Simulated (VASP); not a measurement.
Write the native input for VASP 6.6.1 that does the following.

| Quantity | Value |
| --- | --- |
| Task | relaxation of cell and atoms |
| Functional | PBE |
| Potentials or basis | VASP PAW PBE potentials, release 64 (Al, B, P) |
| Cutoff | 600 eV |
| k mesh | 3 × 3 × 4 |
| Occupations | gaussian, width 0.1 eV |
| Spin | no spin polarisation |
| Dipole correction | no |
| Further INCAR settings | ALGO = Normal; EDIFF = 1e-06; IBRION = 2; EDIFFG = -0.04; NSW = 90; ISIF = 3 |

The structure of AlB2P3 lies in POSCAR:

```
AlB2P3
1.0
    6.0563567000      0.0000000000      0.0000000000
   -3.0281783500      5.2449587600      0.0000000000
    0.0000000000      0.0000000000      5.7393133400
Al B P
2 4 6
Direct
    0.6666666700      0.3333333300      0.0000690000
    0.3333333300      0.6666666700      0.0000690000
    0.0000000000      0.0000000000      0.0000690000
    0.3333333300      0.0000000000      0.5000690000
    0.0000000000      0.3333333300      0.5000690000
    0.6666666700      0.6666666700      0.5000690000
    0.0000000000      0.0000000000      0.3749310100
    0.6666666700      0.3333333300      0.3749310100
    0.3333333300      0.6666666700      0.3749310100
    0.3333333300      0.0000000000      0.8749310100
    0.0000000000      0.3333333300      0.8749310100
    0.6666666700      0.6666666700      0.8749310100
```

One way to write it, as run:

INCAR

```
  PREC = Accurate
  ENCUT = 600
  EDIFF = 1E-6
  ISMEAR = 0
  SIGMA = 0.1
  LREAL = F
  LASPH = T
  NELM = 80
  ALGO = Normal
  ISIF = 3
  LWAVE = F
  LCHARG = F
  GGA = PE
  IBRION = 2
  NSW = 90
  EDIFFG = -0.04
```

KPOINTS

```
regular mesh
0
Gamma
  3 3 4
```

Potentials or basis: VASP PAW PBE potentials, release 64 (Al, B, P).

Command:

```bash
$ cat potpaw_PBE.64/Al/POTCAR potpaw_PBE.64/B/POTCAR potpaw_PBE.64/P/POTCAR > POTCAR
$ mpirun -np 1 vasp_std > vasp.out
```

Results of the run:

```yaml
Relaxed_volume: 14.59 Å³/atom
Relaxed_cell: a = 5.944 Å, b = 5.944 Å, c = 5.722 Å, α = 90.00°, β = 90.00°, γ = 120.00°
Space_group_after_relaxing_to_0.05_Å: P31m (No. 157)
Energy_gained_by_relaxing: 250.3 meV/atom
Ionic_steps: 10
Pressure_after_relaxing: 0.1 GPa
Largest_force_after_relaxing: 0.036 eV/Å
Band_gap_on_the_k_mesh: 0.98 eV, indirect (least direct gap 1.10 eV)
```

Run time: 19 min on 1 thread of AMD EPYC 7R13 (shared host), peak memory 0.33 GiB.
